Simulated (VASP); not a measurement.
# SiPb (Pm-3m) in VASP: vibrations by perturbation theory with PBEsol

Aim: the vibrations by perturbation theory of SiPb with PBEsol.

Program: VASP 6.6.1. These are calculated values, not measurements. Logs are shortened: lines on timing, memory, paths and dates and some standing lists are left out, and cuts for length are marked.

### 1 The cell of the first run

The structure is cubic, space group Pm-3m (No. 221). The conventional cell has a = 3.581 Å, b = 3.581 Å, c = 3.581 Å, α = 90.00°, β = 90.00°, γ = 90.00°. Si (site symmetry m-3m) has 8 Pb at 3.10 Å and 6 Si at 3.58 Å within 4.1 Å. Pb (site symmetry m-3m) has 8 Si at 3.10 Å and 6 Pb at 3.58 Å within 4.1 Å.

### 2 Vibrations by perturbation theory, PBEsol

Input file INCAR:

```
SYSTEM = SiPb
  PREC = Accurate
  ENCUT = 520
  EDIFF = 1E-8
  ISMEAR = 0
  SIGMA = 0.3
  LREAL = .False.
  LASPH = .True.
  NELM = 100
  ALGO = Normal
  ISIF = 2
  LWAVE = .False.
  LCHARG = .True.
  GGA = PS
  NBANDS = 16
  IBRION = 8
  NSW = 1
```

Input file KPOINTS:

```
Automatic mesh
0
Gamma
  12 12 12
  0 0 0
```

Input file POSCAR:

```
SiPb
1.0
    3.5813000000      0.0000000000      0.0000000000
    0.0000000000      3.5813000000      0.0000000000
    0.0000000000      0.0000000000      3.5813000000
Si Pb
1 1
Direct
    0.0000000000      0.0000000000      0.0000000000
    0.5000000000      0.5000000000      0.5000000000
```

Potentials or basis: VASP PAW PBE potentials, release 64 (Si, Pb_d).

On the command line:

```sh
> cat potpaw_PBE.64/Si/POTCAR potpaw_PBE.64/Pb_d/POTCAR > POTCAR
> mpirun -np 1 vasp_std > vasp.out
```

OUTCAR:

```text
SYSTEM = SiPb
   PREC = Accurate
   ENCUT = 520
   EDIFF = 1E-8
   ISMEAR = 0
   LREAL = .False.
   LASPH = .True.
   NELM = 100
   ISIF = 2
   GGA = PS
   IBRION = 8
   NSW = 1

 ion  position               nearest neighbor table
   1  0.000  0.000  0.000-   2 3.10   2 3.10   2 3.10   2 3.10   2 3.10   2 3.10   2 3.10   2 3.10

   2  0.500  0.500  0.500-   1 3.10   1 3.10   1 3.10   1 3.10   1 3.10   1 3.10   1 3.10   1 3.10

  LATTYP: Found a simple cubic cell.
 ALAT       =     3.5813000000

  Lattice vectors:

 A1 = (   3.5813000000,   0.0000000000,   0.0000000000)
 A2 = (   0.0000000000,   3.5813000000,   0.0000000000)
 A3 = (   0.0000000000,   0.0000000000,   3.5813000000)

Analysis of symmetry for initial positions (statically):
=====================================================================
 Subroutine PRICEL returns:
 Original cell was already a primitive cell.

 Routine SETGRP: Setting up the symmetry group for a
 simple cubic supercell.

 Subroutine GETGRP returns: Found 48 space group operations
 (whereof 48 operations were pure point group operations)
 out of a pool of 48 trial point group operations.

The static configuration has the point symmetry O_h .

Analysis of symmetry for dynamics (positions and initial velocities):
=====================================================================
 Subroutine PRICEL returns:
 Original cell was already a primitive cell.

 Routine SETGRP: Setting up the symmetry group for a
 simple cubic supercell.

 Subroutine GETGRP returns: Found 48 space group operations
 (whereof 48 operations were pure point group operations)
 out of a pool of 48 trial point group operations.

The dynamic configuration has the point symmetry O_h .

 Subroutine INISYM returns: Found 48 space group operations
 (whereof 48 operations are pure point group operations),
 and found     1 'primitive' translations

----------------------------------------------------------------------------------------

                                     Primitive cell

  volume of cell :      45.9327

  direct lattice vectors                    reciprocal lattice vectors
     3.581300000  0.000000000  0.000000000     0.279228213  0.000000000  0.000000000
     0.000000000  3.581300000  0.000000000     0.000000000  0.279228213  0.000000000
     0.000000000  0.000000000  3.581300000     0.000000000  0.000000000  0.279228213

  length of vectors
     3.581300000  3.581300000  3.581300000     0.279228213  0.279228213  0.279228213

  position of ions in fractional coordinates (direct lattice)
     0.000000000  0.000000000  0.000000000
     0.500000000  0.500000000  0.500000000

  ion indices of the primitive-cell ions
   primitive index   ion index
                 1           1
                 2           2

----------------------------------------------------------------------------------------

 KPOINTS: Automatic mesh

Automatic generation of k-mesh.
 Grid dimensions read from file:
 generate k-points for:   12   12   12

 Generating k-lattice:

[... 76 lines left out ...]
   ISMEAR =     0;   SIGMA  =   0.30  broadening in eV -4-tet -1-fermi 0-gaus
   EFERMI_NEDOS =   21; number of points for ismear=-14 and -15
   IALGO  =     38    algorithm
   IMIX   =      4    mixing-type and parameters
     AMIX     =   0.40;   BMIX     =  1.00
     AMIX_MAG =   1.60;   BMIX_MAG =  1.00
  volume/ion in A,a.u.               =      22.97       154.98
  Fermi-wavevector in a.u.,A,eV,Ry     =   1.198004  2.263899 19.527269  1.435214
  Thomas-Fermi vector in A             =   2.333904
   LORBIT       =      0    0 simple, 1 ext, 2 COOP (PROOUT), +10 PAW based schemes
   GGA     = PS    functional components
   LHFCALC =     F    Hartree Fock is set to
   AEXX    =    0.0000 exact exchange contribution
   IVDW    =     0    specifies the selected vdW correction
   LEPSILON=     F    determine dielectric tensor
   LRPA    =     F    only Hartree local field effects (RPA)
 non-spin polarized calculation
 Gauss-broadening in eV      SIGMA  =   0.30
  energy-cutoff  :      520.00
  volume of cell :       45.93
 maximum number of plane-waves:      1253
 NGX is ok and might be reduce to    28
   NGX = 13   NGY = 13   NGZ = 13

--------------------------------------- Ionic step        1  -------------------------------------------

 number of electron      18.0000004 magnetization

 Free energy of the ion-electron system (eV)
  ---------------------------------------------------
  ext. energy  EPLUGINS =         0.00000000
  ---------------------------------------------------
  free energy    TOTEN  =        -8.72609656 eV

  energy without entropy =       -8.67294035  energy(sigma->0) =       -8.69951846

 E-fermi :   7.7284     XC(G=0): -10.6285

 val. band max:        7.6789374826   @ k =   0.4167   0.1667   0.1667
 cond. band min:       7.7387946391   @ k =   0.2500   0.2500   0.0833
 fundamental gap:      0.0598571565
 Fermi energy:         7.7283544190

 k-point     1 :       0.0000    0.0000    0.0000
  band No.  band energies     occupation
      1      -9.2286      2.00000
      2      -9.2286      2.00000
      3      -8.9940      2.00000
      4      -8.9940      2.00000
      5      -8.9940      2.00000
      6      -4.6171      2.00000
[... 433 lines left out ...]
      3      -9.0585      2.00000
      4      -9.0424      2.00000
      5      -8.9441      2.00000
      6      -1.3147      2.00000
[... 8 lines left out ...]
     15      16.6432      0.00000
     16      18.0318      0.00000

 [... further k-points ...]

------------------------ aborting loop because EDIFF is reached ----------------------------------------

  FORCE on cell =-STRESS in cart. coord.  units (eV):
  Direction    XX          YY          ZZ          XY          YZ          ZX
  --------------------------------------------------------------------------------------
  -------------------------------------------------------------------------------------
  Total       -0.0978612     -0.0978612     -0.0978612     -0.0000000     -0.0000000     -0.0000000
  in kB       -3.4134925     -3.4134925     -3.4134925     -0.0000000     -0.0000000     -0.0000000
  external PRESSURE =      -3.4134925 kB  Pullay stress =       0.0000000 kB

 VOLUME and BASIS-vectors are now :
 -----------------------------------------------------------------------------
  energy-cutoff  :      520.00
  volume of cell :       45.93
      direct lattice vectors                 reciprocal lattice vectors
     3.581300000  0.000000000  0.000000000     0.279228213  0.000000000  0.000000000
     0.000000000  3.581300000  0.000000000     0.000000000  0.279228213  0.000000000
     0.000000000  0.000000000  3.581300000     0.000000000  0.000000000  0.279228213

 POSITION                                       TOTAL-FORCE (eV/Angst)
 -----------------------------------------------------------------------------------
      0.00000      0.00000      0.00000         0.000000      0.000000      0.000000
      1.79065      1.79065      1.79065         0.000000      0.000000      0.000000
 -----------------------------------------------------------------------------------
    total drift:                                0.000000      0.000000      0.000000

  FREE ENERGIE OF THE ION-ELECTRON SYSTEM (eV)
  ---------------------------------------------------
  free  energy   TOTEN  =        -8.7260965641 eV

  energy  without entropy=       -8.6729403488  energy(sigma->0) =       -8.69951846

[... ionic steps 2 to 3 ...]

--------------------------------------- Ionic step        4  -------------------------------------------

------------------------ aborting loop because EDIFF is reached ----------------------------------------

[... ionic steps 5 to 6 ...]

--------------------------------------- Ionic step        7  -------------------------------------------

 Free energy of the ion-electron system (eV)
  ---------------------------------------------------
  ---------------------------------------------------
  free energy    TOTEN  =        -0.32963105 eV

  energy without entropy =       -0.32963105

------------------------ aborting loop because EDIFF is reached ----------------------------------------

 INTERNAL STRAIN TENSOR  FOR ION    2  DIRECTION 1   (eV/Angst):
 -----------------------------------------------------------------------------
     0.00699  0.00000  0.00000
     0.00000  0.00423 -0.00000
     0.00000 -0.00000  0.00423

 INTERNAL STRAIN TENSOR FOR ION    2 for displacements in x,y,z  (eV/Angst):
          X           Y           Z          XY          YZ          ZX
  --------------------------------------------------------------------------------
  x     0.00000     0.00000     0.00000     0.00000     0.00000     0.00000
  y     0.00000     0.00000     0.00000     0.00000     0.00000     0.00000
  z     0.00000     0.00000     0.00000     0.00000     0.00000     0.00000

 SECOND DERIVATIVES (NOT SYMMETRIZED)
 ------------------------------------
               1X          1Y          1Z          2X          2Y          2Z
  1X    -1.589020    0.000000   -0.000000    1.589020   -0.000000    0.000000
  1Y    -0.000000   -1.589020   -0.000000    0.000000    1.589020    0.000000
  1Z     0.000000   -0.000000   -1.589020   -0.000000    0.000000    1.589020
  2X     1.605272    0.000000   -0.000000   -1.605272   -0.000000    0.000000
  2Y     0.000000    1.605272    0.000000   -0.000000   -1.605272   -0.000000
  2Z    -0.000000   -0.000000    1.605272    0.000000    0.000000   -1.605272

 Eigenvectors and eigenvalues of the dynamical matrix
 ----------------------------------------------------

   1 f  =    3.965025 THz    24.912986 2PiTHz  132.258993 cm-1    16.398018 meV
             X         Y         Z           dx          dy          dz
      0.000000  0.000000  0.000000    -0.000000   -0.000000   -0.937848
      1.790650  1.790650  1.790650    -0.000000   -0.000000    0.347047
[... 21 lines left out ...]
   6 f/i=    0.006566 THz     0.041255 2PiTHz    0.219017 cm-1     0.027155 meV
             X         Y         Z           dx          dy          dz
      0.000000  0.000000  0.000000    -0.069312   -0.259979    0.219200
      1.790650  1.790650  1.790650    -0.187305   -0.702558    0.592358

--------------------------------------------------------------------------------------------------------

 ELASTIC MODULI CONTR FROM IONIC RELAXATION (kBar)
 Direction    XX          YY          ZZ          XY          YZ          ZX
 --------------------------------------------------------------------------------
 XX           0.0000      0.0000      0.0000      0.0000      0.0000      0.0000
 YY           0.0000      0.0000      0.0000      0.0000      0.0000      0.0000
 ZZ           0.0000      0.0000      0.0000      0.0000      0.0000      0.0000
 XY           0.0000      0.0000      0.0000      0.0000      0.0000      0.0000
 YZ           0.0000      0.0000      0.0000      0.0000      0.0000      0.0000
 ZX           0.0000      0.0000      0.0000      0.0000      0.0000      0.0000
 --------------------------------------------------------------------------------
```

Wall time 2.6 min (1 thread of Intel Xeon 6975P-C (Granite Rapids), shared host); peak memory 0.41 GiB.

Results:

| Item | Value |
| --- | --- |
| Highest phonon frequency at Γ | 132 cm⁻¹ |

Phonon frequencies in cm⁻¹ (negative: imaginary):
```tsv
q point	frequencies
(0.000, 0.000, 0.000)	0 0 0 132 132 132
```

Caveat: the PAW data sets were made with another functional, which shifts forces and pressure a little; spin-orbit coupling is left out, which moves the levels of the heavy elements.
